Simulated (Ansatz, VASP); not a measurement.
One calculation of TaN, two programs

The input INCAR:

```
SYSTEM = TaN
ALGO = Normal ; EDIFF = 1E-8
ENCUT = 520 ; GGA = PS
GGA_COMPAT = .FALSE. ; ISIF = 2
ISMEAR = -1 ; LASPH = .TRUE.
LCHARG = .FALSE. ; LEFG = .TRUE.
LREAL = .FALSE. ; LWAVE = .FALSE.
NBANDS = 24 ; NELM = 120
PREC = Accurate ; SIGMA = 0.01
```

The input KPOINTS:

```
k-points
0
G
  9 9 5
  0 0 0
```

POSCAR

```
TaN
1.0
    3.1415011232      0.0000000000      0.0000000000
   -1.5707505617      2.7206197788      0.0000000000
    0.0000000000      0.0000000000      4.9400000000
Ta N
2 2
Direct
    0.3333333333      0.6666666667      0.0000000000
    0.6666666667      0.3333333333      0.5000000000
    0.3333333333      0.6666666667      0.3850000000
    0.6666666667      0.3333333333      0.8850000000
```

Input for Ansatz:

```yaml
crystal:
  lattice:
    - [3.1415011232, 0.0, 0.0]
    - [-1.5707505617, 2.7206197788, 0.0]
    - [0.0, 0.0, 4.94]
  atoms:
    - { symbol: Ta, position: [0.3333333333, 0.6666666667, 0.0] }
    - { symbol: Ta, position: [0.6666666667, 0.3333333333, 0.5] }
    - { symbol: "N", position: [0.3333333333, 0.6666666667, 0.385] }
    - { symbol: "N", position: [0.6666666667, 0.3333333333, 0.885] }
kpoints:
  mp_grid: { grid: [9, 9, 5] }
scf:
  occupations: { method: fermi_dirac, width: 0.01 }
hamiltonian:
  xc: pbesol
  pseudopotentials: { kind: all_electron, datasets: crystal }
output:
  forces: true
  stress: true
  eigenvalues: true
  efg: { contact_densities: true }
```

Change from the starting cell: equal xx and yy strain of +3 %, crystal datasets.

Alike in both runs: task electric field gradients; functional PBEsol; k mesh 9 × 9 × 5; occupations fermi-dirac, width 0.01 eV; no spin polarisation.

|  | VASP | Ansatz |
| --- | --- | --- |
| version | VASP 6.6.1 | Ansatz 0.2.0 |
| potentials or method | VASP PAW PBE potentials, release 64 (Ta_pv, N), cutoff 520 eV | all-electron PAW with datasets made for the crystal, scalar-relativistic |

|  | VASP | Ansatz | Ansatz less VASP |
| --- | --- | --- | --- |
| pressure (GPa) | 89.4 | 85.2 | -4.20 |
| traceless stress, the component that is largest in VASP (GPa) | -3.75 | -3.63 | +0.127 |
| rms of the force components (eV/Å) | 0.441 | 0.447 | +0.0059 |
| size of Vzz on the site where it differs most (V/Å²) | 76.6 | 79.7 | +3.09 |

VASP's potentials were made for PBE, not for PBEsol. Atom by atom the forces differ by 0.006 eV/Å (rms over components). Both programs put the cell under a high pressure, so it lies far from rest at this level. Ansatz ran all-electron here, and VASP with PAW potentials.

Spin-orbit coupling is off throughout. Noted on VASP's run: the cell as given lies far from equilibrium.
